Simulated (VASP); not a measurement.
Set up this calculation in VASP 6.6.1, as the native input.

* Task: relaxation of shape and atoms at fixed volume
* Functional: LDA
* Potentials or basis: VASP PAW LDA potentials, release 64 (C)
* Cutoff: 600 eV
* k mesh: 14 × 14 × 8
* Occupations: gaussian, width 0.01 eV
* Spin: no spin polarisation
* Dipole correction: no
* Further INCAR settings: ALGO = Normal; EDIFF = 1e-06; IBRION = 2; EDIFFG = -0.001; NSW = 80; ISIF = 4

The structure of C lies in POSCAR:

```
C
1.0
    2.1313226843     -1.2305317470     -0.0117417968
    2.1313226843      1.2305317470     -0.0117417968
   -1.4009964875      0.0000000000      3.3588519221
C
2
Direct
    0.8333827718      0.8333827718      0.0001493726
    0.1666172282      0.1666172282      0.9998506274
```

The input as run:

INCAR

```
SYSTEM = C
  PREC = Accurate
  ENCUT = 600
  EDIFF = 1E-6
  ISMEAR = 0
  SIGMA = 0.01
  LREAL = .False.
  LASPH = .True.
  NELM = 100
  ALGO = Normal
  ISIF = 4
  LWAVE = .False.
  LCHARG = .False.
  GGA = CA
  IBRION = 2
  NSW = 80
  EDIFFG = -0.001
```

KPOINTS

```
regular mesh
0
Gamma
  14 14 8
  0 0 0
```

Potentials or basis: VASP PAW LDA potentials, release 64 (C).

The run is started by

```sh
$ cat potpaw_LDA.64/C/POTCAR > POTCAR
$ mpirun -np 1 vasp_std > vasp.out
```

Results of the run:

* Energy gained by relaxing: 2.1 meV/atom
* Ionic steps: 11
* Pressure after relaxing: -0.8 GPa

It took 2.1 min on 1 thread of Intel(R) Xeon(R) Platinum 8488C (Sapphire Rapids), with other jobs on the host, peak memory 0.16 GiB.
